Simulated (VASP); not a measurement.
Here is a VASP 6.6.1 calculation.

The input INCAR:

```
PREC = Accurate
ENCUT = 520
EDIFF = 1E-6
ISMEAR = -1
SIGMA = 0.05
LREAL = F
LASPH = T
NELM = 100
ALGO = Normal
ISIF = 2
LWAVE = F
LCHARG = F
GGA = CA
NBANDS = 18
```

Contents of KPOINTS:

```
Automatic mesh
0
Gamma
  14 14 8
```

POSCAR

```
CoMo
1.0
    2.6492423353      0.0000000000      0.0000000000
   -1.3246211676      2.2943111632      0.0000000000
    0.0000000000      0.0000000000      4.1126955191
Co Mo
1 1
Direct
    0.6666666667      0.3333333333      0.5000000000
    0.3333333333      0.6666666667      0.0000000000
```

Potentials or basis: VASP PAW LDA potentials, release 64 (Co, Mo_sv).

Run with:

```sh
$ cat potpaw_LDA.64/Co/POTCAR potpaw_LDA.64/Mo_sv/POTCAR > POTCAR
$ mpirun -np 1 vasp_std > vasp.out
```

**Question.** What does it give for the pressure?

**Answer.** 0.0 GPa.

Stress tensor (GPa, compression positive):
```
 0.24  0.00  0.00
 0.00  0.24  0.00
 0.00  0.00 -0.42
```

 Spin polarisation is off, so any magnetic state and its effect on volume and gap are missing.
